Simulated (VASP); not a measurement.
# SnO2 (Pbcn) in VASP: notebook, part 2 of 3

VASP 6.6.1.

### 3 Single point, LDA

This run uses another cell than the first one, of 10.65 Å³/atom.

INCAR reads:

```
SYSTEM = SnO2
PREC = Accurate ; ENCUT = 520
EDIFF = 1E-7 ; ISMEAR = 0
SIGMA = 0.02 ; LREAL = .FALSE.
LASPH = .TRUE. ; NELM = 60
ALGO = Normal ; ISIF = 2
LWAVE = .FALSE. ; LCHARG = .FALSE.
NBANDS = 64
```

KPOINTS reads:

```
Automatic mesh
0
G
  6 6 6
  0 0 0
```

POSCAR reads:

```
SnO2
1.0
    4.6232920497      0.0000000000      0.0000000000
    0.0000000000      5.4736593271      0.0000000000
    0.0000000000      0.0000000000      5.0486617261
Sn O
4 8
Direct
    0.5000000000      0.6774970741      0.7500000000
    0.0000000000      0.8225029259      0.2500000000
    0.5000000000      0.3225029259      0.2500000000
    0.0000000000      0.1774970741      0.7500000000
    0.7375078562      0.5931930026      0.0711239644
    0.2375078562      0.9068069974      0.9288760356
    0.7624921438      0.9068069974      0.5711239644
    0.2624921438      0.5931930026      0.4288760356
    0.7375078562      0.4068069974      0.5711239644
    0.2375078562      0.0931930026      0.4288760356
    0.7624921438      0.0931930026      0.0711239644
    0.2624921438      0.4068069974      0.9288760356
```

Potentials or basis: VASP PAW LDA potentials, release 64 (Sn_d, O).

Run with:

```
> cat potpaw_LDA.64/Sn_d/POTCAR potpaw_LDA.64/O/POTCAR > POTCAR
> mpirun -np 1 vasp_std > vasp.out
```

OUTCAR:

```text
SYSTEM = SnO2
   PREC = Accurate
   ENCUT = 520
   EDIFF = 1E-7
   ISMEAR = 0
   LREAL = .FALSE.
   LASPH = .TRUE.
   NELM = 60
   ISIF = 2

 ion  position               nearest neighbor table
   1  0.500  0.677  0.750-   6 1.97   7 1.97   5 2.01   8 2.01   9 2.05  12 2.05   3 3.19   3 3.19
                             2 3.51   2 3.51   2 3.51   2 3.51   4 3.58   4 3.58   4 3.58   4 3.58
   2  0.000  0.823  0.250-   5 1.97   8 1.97   7 2.01   6 2.01  10 2.05  11 2.05   4 3.19   4 3.19
                             1 3.51   1 3.51   1 3.51   1 3.51   3 3.58   3 3.58   3 3.58   3 3.58
   3  0.500  0.323  0.250-  10 1.97  11 1.97   9 2.01  12 2.01   5 2.05   8 2.05   1 3.19   1 3.19
                             4 3.51   4 3.51   4 3.51   4 3.51   2 3.58   2 3.58   2 3.58   2 3.58
   4  0.000  0.177  0.750-   9 1.97  12 1.97  11 2.01  10 2.01   6 2.05   7 2.05   2 3.19   2 3.19
                             3 3.51   3 3.51   3 3.51   3 3.51   1 3.58   1 3.58   1 3.58   1 3.58
   5  0.738  0.593  0.071-   2 1.97   1 2.01   3 2.05
   6  0.238  0.907  0.929-   1 1.97   2 2.01   4 2.05
   7  0.762  0.907  0.571-   1 1.97   2 2.01   4 2.05
   8  0.262  0.593  0.429-   2 1.97   1 2.01   3 2.05
   9  0.738  0.407  0.571-   4 1.97   3 2.01   1 2.05
  10  0.238  0.093  0.429-   3 1.97   4 2.01   2 2.05
  11  0.762  0.093  0.071-   3 1.97   4 2.01   2 2.05
  12  0.262  0.407  0.929-   4 1.97   3 2.01   1 2.05

  LATTYP: Found a simple orthorhombic cell.
 ALAT       =     4.6232920497
 B/A-ratio  =     1.0920057984
 C/A-ratio  =     1.1839311184

  Lattice vectors:

 A1 = (  -4.6232920497,   0.0000000000,   0.0000000000)
 A2 = (   0.0000000000,   0.0000000000,   5.0486617261)
 A3 = (   0.0000000000,   5.4736593271,   0.0000000000)

Analysis of symmetry for initial positions (statically):
=====================================================================
 Subroutine PRICEL returns:
 Original cell was already a primitive cell.

 Routine SETGRP: Setting up the symmetry group for a
 simple orthorhombic supercell.

 Subroutine GETGRP returns: Found  8 space group operations
 (whereof  2 operations were pure point group operations)
 out of a pool of  8 trial point group operations.

The static configuration has the point symmetry S_2 .
 The point group associated with its full space group is D_2h.

Analysis of symmetry for dynamics (positions and initial velocities):
=====================================================================
 Subroutine PRICEL returns:
 Original cell was already a primitive cell.

 Routine SETGRP: Setting up the symmetry group for a
 simple orthorhombic supercell.

 Subroutine GETGRP returns: Found  8 space group operations
 (whereof  2 operations were pure point group operations)
 out of a pool of  8 trial point group operations.

The dynamic configuration has the point symmetry S_2 .
 The point group associated with its full space group is D_2h.

 Subroutine INISYM returns: Found  8 space group operations
 (whereof  2 operations are pure point group operations),
 and found     1 'primitive' translations

----------------------------------------------------------------------------------------

[... 74 lines left out ...]
  0.166667  0.166667  0.000000      4.000000
[... 16 lines left out ...]
  0.333333  0.166667  0.166667      8.000000
  0.500000  0.166667  0.166667      4.000000
 [... further k-points ...]
   k-points           NKPTS =     64   k-points in BZ     NKDIM =     64   number of bands    NBANDS=     64
   number of dos      NEDOS =    301   number of ions     NIONS =     12
   total plane-waves  NPLWV =  60480
   dimension x,y,z NGX =    36 NGY =   42 NGZ =   40
   dimension x,y,z NGXF=    72 NGYF=   84 NGZF=   80
   ions per type =               4   8
   NGX,Y,Z   is equivalent  to a cutoff of  12.95, 12.76, 13.17 a.u.
   NGXF,Y,Z  is equivalent  to a cutoff of  25.89, 25.51, 26.34 a.u.
 SYSTEM =  SnO2
   PREC   = accura    normal or accurate (medium, high low for compatibility)
   ISTART =      0    job   : 0-new  1-cont  2-samecut
   ICHARG =      2    charge: 1-file 2-atom 10-const
   ISPIN  =      1    spin polarized calculation?
   LNONCOLLINEAR =      F non collinear calculations
   LSORBIT =      F    spin-orbit coupling
   LASPH  =      T    aspherical Exc in radial PAW
   ENCUT  =  520.0 eV  38.22 Ry    6.18 a.u.   8.60 10.18  9.39*2*pi/ulx,y,z
   NELM   =     60;   NELMIN=  2; NELMDL= -5     # of ELM steps
   EDIFF  = 0.1E-06   stopping-criterion for ELM
   LREAL  =      F    real-space projection
   EDIFFG = 0.1E-05   stopping-criterion for IOM
   NSW    =      0    number of steps for IOM
   IBRION =     -1    ionic relax: 0-MD 1-quasi-New 2-CG
   NFREE  =      0    steps in history (QN), initial steepest desc. (CG)
   ISIF   =      2    stress and relaxation
   ISYM   =      2    0-nonsym 1-usesym 2-fastsym
   POTIM  = 0.5000    time-step for ionic-motion
   TEBEG  =    0.0;   TEEND  =   0.0 temperature during run
   PSTRESS=    0.0 pullay stress
   NELECT =     104.0000    total number of electrons
   NUPDOWN=      -1.0000    fix difference up-down
   EMIN   =  10.00;   EMAX   =-10.00  energy-range for DOS
   EFERMI =   0.00;   METHOD = LEGACY
   ISMEAR =     0;   SIGMA  =   0.02  broadening in eV -4-tet -1-fermi 0-gaus
   EFERMI_NEDOS =   21; number of points for ismear=-14 and -15
   IALGO  =     38    algorithm
   IMIX   =      4    mixing-type and parameters
     AMIX     =   0.40;   BMIX     =  1.00
     AMIX_MAG =   1.60;   BMIX_MAG =  1.00
  volume/ion in A,a.u.               =      10.65        71.85
  Fermi-wavevector in a.u.,A,eV,Ry     =   1.528566  2.888571 31.790197  2.336514
  Thomas-Fermi vector in A             =   2.636307
   LORBIT       =      0    0 simple, 1 ext, 2 COOP (PROOUT), +10 PAW based schemes
   GGA     = CA    functional components
   LHFCALC =     F    Hartree Fock is set to
   AEXX    =    0.0000 exact exchange contribution
   IVDW    =     0    specifies the selected vdW correction
   LEPSILON=     F    determine dielectric tensor
   LRPA    =     F    only Hartree local field effects (RPA)
 non-spin polarized calculation
 Gauss-broadening in eV      SIGMA  =   0.02
  energy-cutoff  :      520.00
  volume of cell :      127.76
 maximum number of plane-waves:      3469
 NGX is ok and might be reduce to    36
   NGX = 17   NGY = 21   NGZ = 19

 number of electron     104.0000021 magnetization

 Free energy of the ion-electron system (eV)
  ---------------------------------------------------
  ext. energy  EPLUGINS =         0.00000000
  ---------------------------------------------------
  free energy    TOTEN  =       -83.63538063 eV

  energy without entropy =      -83.63538063  energy(sigma->0) =      -83.63538063

 E-fermi :   7.1576     XC(G=0): -12.4639

 val. band max:        7.0506810923   @ k =   0.0000   0.0000   0.0000
 cond. band min:       9.4525308633   @ k =   0.0000   0.0000   0.0000
 fundamental gap:      2.4018497710
 Fermi energy:         7.1576300088

 k-point     1 :       0.0000    0.0000    0.0000
  band No.  band energies     occupation
      1     -13.6691      2.00000
      2     -13.5620      2.00000
      3     -13.4561      2.00000
      4     -13.0303      2.00000
      5     -12.7634      2.00000
      6     -12.6093      2.00000
[... 1597 lines left out ...]
     63      18.6470      0.00000
     64      18.6585      0.00000

 [... further k-points ...]
[... 5 lines left out ...]
  --------------------------------------------------------------------------------------
  -------------------------------------------------------------------------------------
  Total       17.0847567     17.0010629     17.1846314      0.0000000      0.0000000      0.0000000
  in kB      214.2466384    213.1970993    215.4990887      0.0000000      0.0000000      0.0000000
  external PRESSURE =     214.3142755 kB  Pullay stress =       0.0000000 kB

 VOLUME and BASIS-vectors are now :
 -----------------------------------------------------------------------------
  energy-cutoff  :      520.00
  volume of cell :      127.76
      direct lattice vectors                 reciprocal lattice vectors
     4.623292050  0.000000000  0.000000000     0.216296091  0.000000000  0.000000000
     0.000000000  5.473659327  0.000000000     0.000000000  0.182693138  0.000000000
     0.000000000  0.000000000  5.048661726     0.000000000  0.000000000  0.198072292

 POSITION                                       TOTAL-FORCE (eV/Angst)
 -----------------------------------------------------------------------------------
      2.31165      3.70839      3.78650         0.000000      0.027858      0.000000
      0.00000      4.50210      1.26217        -0.000000     -0.027858      0.000000
      2.31165      1.76527      1.26217        -0.000000     -0.027858      0.000000
      0.00000      0.97156      3.78650         0.000000      0.027858      0.000000
      3.40971      3.24694      0.35908         0.018118     -0.017580     -0.000860
      1.09807      4.96355      4.68958         0.018118      0.017580      0.000860
      3.52522      4.96355      2.88341        -0.018118      0.017580     -0.000860
      1.21358      3.24694      2.16525        -0.018118     -0.017580      0.000860
      3.40971      2.22672      2.88341         0.018118      0.017580     -0.000860
      1.09807      0.51011      2.16525         0.018118     -0.017580      0.000860
      3.52522      0.51011      0.35908        -0.018118     -0.017580     -0.000860
      1.21358      2.22672      4.68958        -0.018118      0.017580      0.000860
 -----------------------------------------------------------------------------------
    total drift:                                0.000000     -0.000000      0.000000

  FREE ENERGIE OF THE ION-ELECTRON SYSTEM (eV)
  ---------------------------------------------------
  free  energy   TOTEN  =       -83.6353806256 eV

  energy  without entropy=      -83.6353806256  energy(sigma->0) =      -83.63538063
```

Wall time 10 min (1 thread of Intel Xeon 8259CL, shared host); peak memory 0.44 GiB.

Results:

```yaml
Free_energy: -83.6354 eV
Pressure: 21.4 GPa
Largest_force: 0.028 eV/Å
Band_gap_on_the_k_mesh: 2.40 eV
```

Forces in eV/Å, atoms in the order of the input:
```
Sn   0.000  0.028  0.000
Sn   0.000 -0.028  0.000
Sn   0.000 -0.028  0.000
Sn   0.000  0.028  0.000
O    0.018 -0.018 -0.001
O    0.018  0.018  0.001
O   -0.018  0.018 -0.001
O   -0.018 -0.018  0.001
O    0.018  0.018 -0.001
O    0.018 -0.018  0.001
O   -0.018 -0.018 -0.001
O   -0.018  0.018  0.001
```

Stress tensor (GPa, compression positive):
```
21.42  0.00  0.00
 0.00 21.32  0.00
 0.00  0.00 21.55
```

Caveat: the cell stands under pressure; spin-orbit coupling is left out, which moves the levels of the heavy elements.

(Continued in part 3 of 3.)
